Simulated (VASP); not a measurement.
# TiO2 (P4_2/mnm) in VASP: single point with PBE+U

Aim: the single point of TiO2 with PBE+U.

All numbers are computed with VASP 6.6.1; they aren't measurements. Logs are shortened: lines on timing, memory, paths and dates and some standing lists are left out, and cuts for length are marked.

## 1. The cell of the first run

The structure is tetragonal, space group P4_2/mnm (No. 136). Conventional cell: a = 4.611 Å, b = 4.611 Å, c = 2.973 Å, α = 90.00°, β = 90.00°, γ = 90.00°. O (site symmetry m2m) has 3 Ti at 1.95 to 1.99 Å and 1 O at 2.54 Å within 2.6 Å. Ti (site symmetry mmm) has 6 O at 1.95 to 1.99 Å within 2.6 Å.

## 2. Single point, PBE+U, collinear spin

INCAR

```
SYSTEM = TiO2
PREC = Accurate
ENCUT = 520
EDIFF = 1E-6
ISMEAR = 0
SIGMA = 0.1
LREAL = .FALSE.
LASPH = .TRUE.
NELM = 150
ALGO = Normal
ISIF = 2
LWAVE = .FALSE.
LCHARG = .FALSE.
ISPIN = 2
MAGMOM = 0 0 0 0 0 0 0 0 1 1 1 1
LORBIT = 11
LMAXMIX = 4
LDAU = .TRUE.
LDAUTYPE = 2
LDAUL = -1 2
LDAUU = 0 3
LDAUJ = 0 0
LDAUPRINT = 1
GGA = PE
NBANDS = 64
```

KPOINTS

```
Automatic mesh
0
G
  4 2 6
  0 0 0
```

POSCAR

```
TiO2
1.0
    4.6107000000      0.0000000000      0.0000000000
    0.0000000000      9.2214000000      0.0000000000
    0.0000000000      0.0000000000      2.9732000000
O Ti
8 4
Direct
    0.3053000000      0.1526500000      0.0000000000
    0.3053000000      0.6526500000      0.0000000000
    0.1947000000      0.4026500000      0.5000000000
    0.1947000000      0.9026500000      0.5000000000
    0.6947000000      0.3473500000      0.0000000000
    0.6947000000      0.8473500000      0.0000000000
    0.8053000000      0.0973500000      0.5000000000
    0.8053000000      0.5973500000      0.5000000000
    0.0000000000      0.0000000000      0.0000000000
    0.0000000000      0.5000000000      0.0000000000
    0.5000000000      0.2500000000      0.5000000000
    0.5000000000      0.7500000000      0.5000000000
```

Potentials or basis: VASP PAW PBE potentials, release 64 (O, Ti_sv).

Started as:

```console
> cat potpaw_PBE.64/O/POTCAR potpaw_PBE.64/Ti_sv/POTCAR > POTCAR
> mpirun -np 1 vasp_std > vasp.out
```

OUTCAR:

```text
SYSTEM = TiO2
   PREC = Accurate
   ENCUT = 520
   EDIFF = 1E-6
   ISMEAR = 0
   LREAL = .FALSE.
   LASPH = .TRUE.
   NELM = 150
   ISIF = 2
   ISPIN = 2
   LORBIT = 11
   GGA = PE

 ion  position               nearest neighbor table
   1  0.305  0.153  0.000-  11 1.95  11 1.95   9 1.99
   2  0.305  0.653  0.000-  12 1.95  12 1.95  10 1.99
   3  0.195  0.403  0.500-  10 1.95  10 1.95  11 1.99
   4  0.195  0.903  0.500-   9 1.95   9 1.95  12 1.99
   5  0.695  0.347  0.000-  11 1.95  11 1.95  10 1.99
   6  0.695  0.847  0.000-  12 1.95  12 1.95   9 1.99
   7  0.805  0.097  0.500-   9 1.95   9 1.95  11 1.99
   8  0.805  0.597  0.500-  10 1.95  10 1.95  12 1.99
   9  0.000  0.000  0.000-   4 1.95   7 1.95   4 1.95   7 1.95   6 1.99   1 1.99
  10  0.000  0.500  0.000-   3 1.95   8 1.95   3 1.95   8 1.95   5 1.99   2 1.99
  11  0.500  0.250  0.500-   1 1.95   5 1.95   1 1.95   5 1.95   3 1.99   7 1.99
  12  0.500  0.750  0.500-   2 1.95   6 1.95   2 1.95   6 1.95   4 1.99   8 1.99

  LATTYP: Found a simple orthorhombic cell.
 ALAT       =     2.9732000000
 B/A-ratio  =     1.5507533970
 C/A-ratio  =     3.1015067940

  Lattice vectors:

 A1 = (   0.0000000000,   0.0000000000,   2.9732000000)
 A2 = (   4.6107000000,   0.0000000000,   0.0000000000)
 A3 = (   0.0000000000,   9.2214000000,   0.0000000000)

Analysis of symmetry for initial positions (statically):
=====================================================================
 Subroutine PRICEL returns following result:

  LATTYP: Found a simple tetragonal cell.
 ALAT       =     4.6107000000
 C/A-ratio  =     0.6448478539
[... 12 lines left out ...]
 Subroutine GETGRP returns: Found  8 space group operations
 (whereof  4 operations were pure point group operations)
 out of a pool of  8 trial point group operations.

The static configuration has the point symmetry C_2h.
 The point group associated with its full space group is D_2h.

Analysis of symmetry for dynamics (positions and initial velocities):
=====================================================================
 Subroutine PRICEL returns following result:

  LATTYP: Found a simple tetragonal cell.
 ALAT       =     4.6107000000
 C/A-ratio  =     0.6448478539
[... 12 lines left out ...]
 Subroutine GETGRP returns: Found  8 space group operations
 (whereof  4 operations were pure point group operations)
 out of a pool of  8 trial point group operations.

The dynamic configuration has the point symmetry C_2h.
 The point group associated with its full space group is D_2h.

Analysis of structural, dynamic, and magnetic symmetry:
=====================================================================
 Subroutine PRICEL returns following result:

  LATTYP: Found a simple tetragonal cell.
 ALAT       =     4.6107000000
 C/A-ratio  =     0.6448478539
[... 12 lines left out ...]
 Subroutine GETGRP returns: Found  8 space group operations
 (whereof  4 operations were pure point group operations)
 out of a pool of  8 trial point group operations.

The overall configuration has the point symmetry C_2h.
 The point group associated with its full space group is D_2h.

 Subroutine INISYM returns: Found  8 space group operations
 (whereof  4 operations are pure point group operations),
 and found     2 'primitive' translations

----------------------------------------------------------------------------------------

                                     Primitive cell

  volume of cell :      63.2059

  direct lattice vectors                    reciprocal lattice vectors
     4.610700000  0.000000000  0.000000000     0.216886807  0.000000000  0.000000000
     0.000000000  4.610700000  0.000000000     0.000000000  0.216886807  0.000000000
[... 125 lines left out ...]
   LEPSILON=     F    determine dielectric tensor
   LRPA    =     F    only Hartree local field effects (RPA)
 spin polarized calculation
 Gauss-broadening in eV      SIGMA  =   0.10
  energy-cutoff  :      520.00
  volume of cell :      126.41
 maximum number of plane-waves:      3430
 NGX is ok and might be reduce to    36
   NGX = 17   NGY = 35   NGZ = 11

 number of electron      96.0000022 magnetization      -0.0004215

atom =   9  type =  2  l = 2

 onsite density matrix

spin component  1
[... 116 lines left out ...]
  o =  0.0846  v =  0.0000  0.0000  0.0000  0.0000  0.0000  0.5521 -0.0000 -0.8338  0.0000 -0.0000      0.0000  0.0000  0.0000  0.0000  0.0000  0.0000  0.0000  0.0000  0.0000  0.0000
  o =  0.0846  v =  0.5521  0.0000 -0.8338 -0.0000  0.0000  0.0000  0.0000  0.0000  0.0000  0.0000      0.0000  0.0000  0.0000  0.0000  0.0000  0.0000  0.0000  0.0000  0.0000  0.0000
  o =  0.1031  v =  0.0000  0.0000  0.0000  0.0000  0.0000  0.0000  0.7071  0.0000 -0.7071  0.0000      0.0000  0.0000  0.0000  0.0000  0.0000  0.0000  0.0000  0.0000  0.0000  0.0000
  o =  0.1032  v =  0.0000 -0.7071  0.0000  0.7071  0.0000  0.0000  0.0000  0.0000  0.0000  0.0000      0.0000  0.0000  0.0000  0.0000  0.0000  0.0000  0.0000  0.0000  0.0000  0.0000
  o =  0.1044  v =  0.0000  0.0000  0.0000  0.0000  0.0000  0.0000 -0.0000 -0.0000  0.0000  1.0000      0.0000  0.0000  0.0000  0.0000  0.0000  0.0000  0.0000  0.0000  0.0000  0.0000
  o =  0.1044  v = -0.0000 -0.0000 -0.0000  0.0000 -1.0000  0.0000  0.0000  0.0000  0.0000  0.0000      0.0000  0.0000  0.0000  0.0000  0.0000  0.0000  0.0000  0.0000  0.0000  0.0000
  o =  0.2455  v =  0.0000  0.0000  0.0000  0.0000  0.0000 -0.8338 -0.0000 -0.5521 -0.0000 -0.0000      0.0000  0.0000  0.0000  0.0000  0.0000  0.0000  0.0000  0.0000  0.0000  0.0000
  o =  0.2455  v = -0.8338  0.0000 -0.5521  0.0000  0.0000  0.0000  0.0000  0.0000  0.0000  0.0000      0.0000  0.0000  0.0000  0.0000  0.0000  0.0000  0.0000  0.0000  0.0000  0.0000
  o =  0.2738  v =  0.0000  0.0000  0.0000  0.0000  0.0000  0.0000 -0.7071 -0.0000 -0.7071  0.0000      0.0000  0.0000  0.0000  0.0000  0.0000  0.0000  0.0000  0.0000  0.0000  0.0000
  o =  0.2738  v = -0.0000 -0.7071  0.0000 -0.7071 -0.0000  0.0000  0.0000  0.0000  0.0000  0.0000      0.0000  0.0000  0.0000  0.0000  0.0000  0.0000  0.0000  0.0000  0.0000  0.0000

 number of electron      96.0000022 magnetization       0.0004753

 Free energy of the ion-electron system (eV)
  ---------------------------------------------------
  ext. energy  EPLUGINS =         0.00000000
  ---------------------------------------------------
  free energy    TOTEN  =       -99.31696453 eV

  energy without entropy =      -99.31696453  energy(sigma->0) =      -99.31696453

 E-fermi :   5.5677     XC(G=0): -11.3556

 val. band max:        4.9521387291   @ k =   0.0000   0.0000   0.0000
 cond. band min:       7.1806548112   @ k =   0.0000   0.0000   0.0000
 fundamental gap:      2.2285160821
 Fermi energy:         5.5676933505

 spin component 1

 k-point     1 :       0.0000    0.0000    0.0000
  band No.  band energies     occupation
      1     -52.7931      1.00000
      2     -52.7855      1.00000
      3     -52.7855      1.00000
      4     -52.7779      1.00000
      5     -29.0484      1.00000
      6     -29.0484      1.00000
[... 1501 lines left out ...]
     59       8.8640      0.00000
     60       8.8640      0.00000
 Fermi energy:         5.5676933505

 spin component 2

 k-point     1 :       0.0000    0.0000    0.0000
  band No.  band energies     occupation
      1     -52.7932      1.00000
      2     -52.7855      1.00000
      3     -52.7855      1.00000
      4     -52.7779      1.00000
      5     -29.0484      1.00000
      6     -29.0484      1.00000
[... 1501 lines left out ...]
     59       8.8640      0.00000
     60       8.8640      0.00000
 [bands above 60 left out]

------------------------ aborting loop because EDIFF is reached ----------------------------------------

  FORCE on cell =-STRESS in cart. coord.  units (eV):
  Direction    XX          YY          ZZ          XY          YZ          ZX
  --------------------------------------------------------------------------------------
  -------------------------------------------------------------------------------------
  Total        5.8796880      5.8814191      7.6665092     -0.0000000      0.0000000      0.0000000
  in kB       74.5207149     74.5426548     97.1673581     -0.0000000      0.0000000      0.0000000
  external PRESSURE =      82.0769093 kB  Pullay stress =       0.0000000 kB

 VOLUME and BASIS-vectors are now :
 -----------------------------------------------------------------------------
  energy-cutoff  :      520.00
  volume of cell :      126.41
      direct lattice vectors                 reciprocal lattice vectors
     4.610700000  0.000000000  0.000000000     0.216886807  0.000000000  0.000000000
     0.000000000  9.221400000  0.000000000     0.000000000  0.108443403  0.000000000
     0.000000000  0.000000000  2.973200000     0.000000000  0.000000000  0.336337952

 POSITION                                       TOTAL-FORCE (eV/Angst)
 -----------------------------------------------------------------------------------
      1.40765      1.40765      0.00000        -0.139320     -0.139167     -0.000000
      1.40765      6.01835      0.00000        -0.139320     -0.139167     -0.000000
      0.89770      3.71300      1.48660         0.139320     -0.139167      0.000000
      0.89770      8.32370      1.48660         0.139320     -0.139167      0.000000
      3.20305      3.20305      0.00000         0.139320      0.139167     -0.000000
      3.20305      7.81375      0.00000         0.139320      0.139167     -0.000000
      3.71300      0.89770      1.48660        -0.139320      0.139167      0.000000
      3.71300      5.50840      1.48660        -0.139320      0.139167      0.000000
      0.00000      0.00000      0.00000        -0.000000      0.000000      0.000000
      0.00000      4.61070      0.00000        -0.000000      0.000000      0.000000
      2.30535      2.30535      1.48660        -0.000000      0.000000      0.000000
      2.30535      6.91605      1.48660        -0.000000      0.000000      0.000000
 -----------------------------------------------------------------------------------
    total drift:                                0.000000      0.000000      0.000000

  FREE ENERGIE OF THE ION-ELECTRON SYSTEM (eV)
  ---------------------------------------------------
  free  energy   TOTEN  =       -99.3169645250 eV

  energy  without entropy=      -99.3169645250  energy(sigma->0) =      -99.31696453

 total charge

# of ion       s       p       d       tot
------------------------------------------
    1        1.570   3.520   0.000   5.090
    2        1.570   3.520   0.000   5.090
    3        1.570   3.520   0.000   5.090
    4        1.570   3.520   0.000   5.090
    5        1.570   3.520   0.000   5.090
    6        1.570   3.520   0.000   5.090
    7        1.570   3.520   0.000   5.090
    8        1.570   3.520   0.000   5.090
    9        2.227   6.306   1.595  10.128
   10        2.227   6.306   1.595  10.128
   11        2.227   6.306   1.595  10.128
   12        2.227   6.306   1.595  10.128
--------------------------------------------------
tot         21.471  53.382   6.380  81.233

 magnetization (x)

# of ion       s       p       d       tot
------------------------------------------
    1       -0.000  -0.000   0.000  -0.000
    2       -0.000  -0.000   0.000  -0.000
    3       -0.000  -0.000   0.000  -0.000
    4       -0.000  -0.000   0.000  -0.000
    5       -0.000  -0.000   0.000  -0.000
    6       -0.000  -0.000   0.000  -0.000
    7       -0.000  -0.000   0.000  -0.000
    8       -0.000  -0.000   0.000  -0.000
    9        0.000  -0.000   0.000   0.000
   10        0.000  -0.000   0.000   0.000
   11        0.000  -0.000   0.000   0.000
   12        0.000  -0.000   0.000   0.000
--------------------------------------------------
tot          0.000  -0.000   0.000  -0.000
```

Run time: 14 min. Hardware: 1 thread of Oxide Virtual Turin-like, shared host; peak memory 0.39 GiB.

What came out:

- Free energy: -99.3170 eV
- Pressure: 8.2 GPa
- Largest force: 0.197 eV/Å
- Band gap on the k mesh: 2.23 eV
- Net moment: 0.00 μB per cell
- Valence electrons inside the program's atomic spheres: O 5.09; Ti 10.13

Forces in eV/Å, atoms in the order of the input:
```
O   -0.139 -0.139  0.000
O   -0.139 -0.139  0.000
O    0.139 -0.139  0.000
O    0.139 -0.139  0.000
O    0.139  0.139  0.000
O    0.139  0.139  0.000
O   -0.139  0.139  0.000
O   -0.139  0.139  0.000
Ti   0.000  0.000  0.000
Ti   0.000  0.000  0.000
Ti   0.000  0.000  0.000
Ti   0.000  0.000  0.000
```

Stress tensor (GPa, compression positive):
```
7.45 0.00 0.00
0.00 7.45 0.00
0.00 0.00 9.72
```

Eigenvalues of the final occupation matrices:
```
     site  spin  trace               eigenvalues
 site 9 d     1   0.81  0.08 0.10 0.10 0.25 0.27
 site 9 d     2   0.81  0.08 0.10 0.10 0.25 0.27
site 10 d     1   0.81  0.08 0.10 0.10 0.25 0.27
site 10 d     2   0.81  0.08 0.10 0.10 0.25 0.27
site 11 d     1   0.81  0.08 0.10 0.10 0.25 0.27
site 11 d     2   0.81  0.08 0.10 0.10 0.25 0.27
site 12 d     1   0.81  0.08 0.10 0.10 0.25 0.27
site 12 d     2   0.81  0.08 0.10 0.10 0.25 0.27
```

Caveat: the cell stands under pressure. A k mesh can miss the band edges.
